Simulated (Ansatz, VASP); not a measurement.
# Ru: VASP beside Ansatz

File INCAR:

```
PREC = Accurate
ENCUT = 520
EDIFF = 1E-6
ISMEAR = -1
SIGMA = 0.03
LREAL = False
LASPH = True
NELM = 80
ALGO = Normal
ISIF = 2
LWAVE = False
LCHARG = False
GGA = PE
NBANDS = 21
```

KPOINTS

```
regular mesh
0
Gamma
  14 14 8
```

File POSCAR:

```
Ru
1.0
    2.7057993342      0.0405869900      0.0405869900
   -1.3177503027      2.3229974660      0.0148558694
    0.0642285000      0.0642285000      4.2819000000
Ru
2
Direct
    0.3333333333      0.6666666667      0.2500000000
    0.6666666667      0.3333333333      0.7500000000
```

Input for Ansatz:

```yaml
crystal:
  lattice:
    - [2.7057993342, 0.04058699, 0.04058699]
    - [-1.3177503027, 2.322997466, 0.0148558694]
    - [0.0642285, 0.0642285, 4.2819]
  atoms:
    - { symbol: Ru, position: [0.3333333333, 0.6666666667, 0.25] }
    - { symbol: Ru, position: [0.6666666667, 0.3333333333, 0.75] }
kpoints:
  mp_grid: { grid: [14, 14, 8] }
  band_path:
    path:
      - [0.0, 0.0, 0.0]
      - [0.0, -0.5, 0.0]
      - [0.0, 0.0, 0.5]
      - [0.0, 0.0, 0.0]
      - [-0.5, 0.0, 0.0]
      - [-0.5, 0.5, -0.5]
      - [0.0, 0.0, 0.0]
      - [-0.5, 0.0, -0.5]
      - [-0.5, 0.5, 0.0]
    npoints: 5
scf:
  occupations: { method: fermi_dirac, width: 0.03 }
hamiltonian:
  xc: pbe
  pseudopotentials: { kind: all_electron, lapw: { basis_error: 0.0005 } }
output:
  forces: true
  stress: true
  eigenvalues: true
```

Change from the starting cell: equal xy, yz and zx shear strains of +3 %.

Alike in both runs: task single point; functional PBE; k mesh 14 × 14 × 8; occupations fermi-dirac, width 0.03 eV; no spin polarisation.

|  | VASP | Ansatz |
| --- | --- | --- |
| version | VASP 6.6.1 | Ansatz 0.2.0 |
| potentials or method | VASP PAW PBE potentials, release 64 (Ru_pv), cutoff 520 eV | all-electron LAPW, scalar-relativistic |

|  | VASP | Ansatz | Ansatz less VASP |
| --- | --- | --- | --- |
| pressure (GPa) | 5.3 | 5.3 | +0.01 |
| traceless stress, the component that is largest in VASP (GPa) | -5.89 | -5.89 | +0.001 |
| rms of the force components (eV/Å) | 0.047 | 0.047 | -0.0003 |

Atom by atom the forces differ by 0.000 eV/Å (rms over components). Ansatz ran all-electron here, and VASP with PAW potentials.
